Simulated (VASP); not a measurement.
Crystal: MnO.

```xyz
2
Lattice="2.6799 0.0000 0.0000 -1.3399 2.3208 0.0000 0.0000 0.0000 2.8943" Properties=species:S:1:pos:R:3 pbc="T T T"
Mn    0.0000    0.0000    0.0000
O     0.0000    1.5472    1.4471
```

| Quantity | Value |
| --- | --- |
| Program | VASP 6.6.1 |
| Task | relaxation of cell and atoms |
| Functional | PBE |
| Potentials or basis | VASP PAW PBE potentials, release 64 (Mn_pv, O) |
| Cutoff | 600 eV |
| k mesh | 6 × 6 × 6 |
| Occupations | gaussian, width 0.1 eV |
| Spin | collinear spin, ferromagnetic start |
| Starting moments | [4.0, 0.0] μB |

At the start: pressure 6.5 GPa; volume 9.00 Å³/atom.

Q: Where does the relaxation end?

A: Over 14 steps the energy falls by 102.7 meV/atom and the volume is 11.13 Å³/atom (+23.6 %); space group P-6m2 (No. 187, to 0.05 Å); moment 4.84 μB per cell.

The path:
```tsv
step	energy change (eV)	largest force (eV/Å)	pressure (GPa)	volume (Å³)
1	0.0000	0.0000	6.45	18.00
2	-0.0986	0.0000	0.01	18.93
3	-0.1034	0.0000	0.87	19.17
4	-0.1107	0.0000	4.75	19.65
5	-0.1024	0.0000	9.07	20.56
6	-0.1172	0.0000	7.48	19.91
7	-0.1185	0.0000	8.52	20.24
8	-0.1661	0.0000	-4.87	23.30
9	-0.1859	0.0000	0.08	22.40
10	-0.1860	0.0000	1.73	22.13
11	-0.1863	0.0000	1.15	22.25
12	-0.2037	0.0000	-1.11	22.44
13	-0.2054	0.0000	-0.56	22.40
14	-0.2055	0.0000	0.30	22.25
```

Final structure:
```
Mn O
1.0
     3.03031    0.00000    0.00000
    -1.51516    2.62433    0.00000
     0.00000    0.00000    2.79826
Mn O
1 1
Cartesian
  0.0000 0.0000 0.0000
  0.0000 1.7496 1.3991
```

Caveat: the k points lie up to 0.40 Å⁻¹ apart in the final cell; the volume moved by over 15 % at a fixed basis, so the end points are rough; a cell with one magnetic atom can't hold antiferromagnetic order, which such compounds often take.
